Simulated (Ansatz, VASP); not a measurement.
Bi: VASP beside Ansatz

```
CELL_PARAMETERS angstrom
2.22660 1.28553 3.87328
-2.22660 1.28553 3.87328
0.00000 -2.57105 3.87328
ATOMIC_POSITIONS crystal
Bi 0.23389 0.23389 0.23389
Bi 0.76611 0.76611 0.76611
```

Change from the starting cell: volume scaled by 0.94, PAW files.

Alike in both runs: task electric field gradients; functional LDA; k mesh 11 × 11 × 11; occupations fermi-dirac, width 0.03 eV; no spin polarisation.

|  | VASP | Ansatz |
| --- | --- | --- |
| version | VASP 6.6.1 | Ansatz 0.2.0 |
| potentials or method | VASP PAW LDA potentials, release 64 (Bi_d) | PAW with Ansatz's default frozen-core files, scalar-relativistic |
| plane-wave cutoff (eV) | 520 | 420 |
| valence electrons in the cell | 30 | 30 |

```csv
,VASP,Ansatz,Ansatz less VASP
pressure (GPa),1.4,1.3,-0.10
"traceless stress, the component that is largest in VASP (GPa)",-0.27,-0.24,+0.028
rms of the force components (eV/Å),0.209,0.193,-0.0156
size of Vzz on the site where it differs most (V/Å²),31.7,33.6,+1.92
```

LDA's correlation is that of Perdew and Zunger in VASP and of Perdew and Wang (1992) in Ansatz. Atom by atom the forces differ by 0.016 eV/Å (rms over components).

Spin-orbit coupling is off throughout.
